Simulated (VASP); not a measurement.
Input of a VASP 6.6.1 run:

Contents of INCAR:

```
SYSTEM = Bi
  AGGAC = 1.0
  AGGAX = 1.0
  ALDAC = 0.0
  ALDAX = 1.0
  ALGO = Normal
  EDIFF = 1E-6
  ENCUT = 520
  GGA = B5
  ISIF = 2
  ISMEAR = -1
  LASPH = .True.
  LCHARG = .True.
  LELF = .True.
  LREAL = .False.
  LVHAR = .True.
  LWAVE = .False.
  NBANDS = 14
  NELM = 60
  PREC = Accurate
  SIGMA = 0.1
```

File KPOINTS:

```
k-points
0
Gamma
  11 11 11
  0 0 0
```

The input POSCAR:

```
Bi
1.0
    3.4025672448      0.0000000000      0.0000000000
    0.0000000000      3.4025672448      0.0000000000
    0.0000000000      0.0000000000      3.4025672448
Bi
1
Direct
    0.0000000000      0.0000000000      0.0000000000
```

Potentials or basis: VASP PAW PBE potentials, release 64 (Bi_d).

Launch:

```sh
$ cat potpaw_PBE.64/Bi_d/POTCAR > POTCAR
$ mpirun -np 1 vasp_std > vasp.out
```

Question: Estimate the pressure.

Answer: -1.2 GPa.

Caveat: the PAW data sets were made with another functional, which shifts forces and pressure a little.
